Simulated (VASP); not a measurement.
Input of a VASP 6.6.1 run:

File POSCAR:

```
Pt
1.0
   -1.5435809235      1.5435809235      1.5435809235
    1.5435809235     -1.5435809235      1.5435809235
    1.5435809235      1.5435809235     -1.5435809235
Pt
1
Direct
    0.0000000000      0.0000000000      0.0000000000
```

File INCAR.step1:

```
SYSTEM = Pt
PREC     = Accurate       ! precision mode
ENCUT    = 520            ! plane-wave cutoff, eV
ISMEAR   = -1             ! smearing method
SIGMA    = 0.1            ! smearing width, eV
LREAL    = .FALSE.        ! projectors in reciprocal space
LASPH    = .TRUE.         ! aspherical terms in the spheres
NELM     = 100            ! most SCF steps
NBANDS   = 11             ! bands
GGA      = PE             ! functional
ALGO     = Normal         ! electronic algorithm
EDIFF    = 1E-4           ! SCF threshold, eV
LWAVE    = .TRUE.         ! write WAVECAR
LCHARG   = .FALSE.        ! write CHGCAR
```

The input INCAR.step2:

```
SYSTEM = Pt
PREC     = Accurate       ! precision mode
ENCUT    = 520            ! plane-wave cutoff, eV
EDIFF    = 1E-6           ! SCF threshold, eV
ISMEAR   = -1             ! smearing method
SIGMA    = 0.1            ! smearing width, eV
LREAL    = .FALSE.        ! projectors in reciprocal space
LASPH    = .TRUE.         ! aspherical terms in the spheres
NELM     = 100            ! most SCF steps
ALGO     = Normal         ! electronic algorithm
ISIF     = 2              ! what is computed and relaxed
LWAVE    = .FALSE.        ! write WAVECAR
LCHARG   = .FALSE.        ! write CHGCAR
METAGGA  = R2SCAN         ! meta-GGA
LMIXTAU  = .TRUE.       
NBANDS   = 11             ! bands
ISTART   = 1
```

Contents of KPOINTS:

```
regular mesh
0
G
  13 13 13
  0 0 0
```

Potentials or basis: VASP PAW PBE potentials, release 64 (Pt).

Command:

```bash
$ cat potpaw_PBE.64/Pt/POTCAR > POTCAR
$ cp INCAR.step1 INCAR
$ mpirun -np 1 vasp_std > vasp.out
$ cp INCAR.step2 INCAR
$ mpirun -np 1 vasp_std > vasp.out
```

Question: Predict the pressure.

Answer: 16.2 GPa.

Question: Estimate the band gap on the k mesh.

Answer: Zero (band 5 reaches 12.38 eV, above the bottom of band 6 at 9.85 eV).

Caveat: the PAW data sets were made with another functional, which shifts forces and pressure a little; spin-orbit coupling is left out, which moves the levels of the heavy elements.
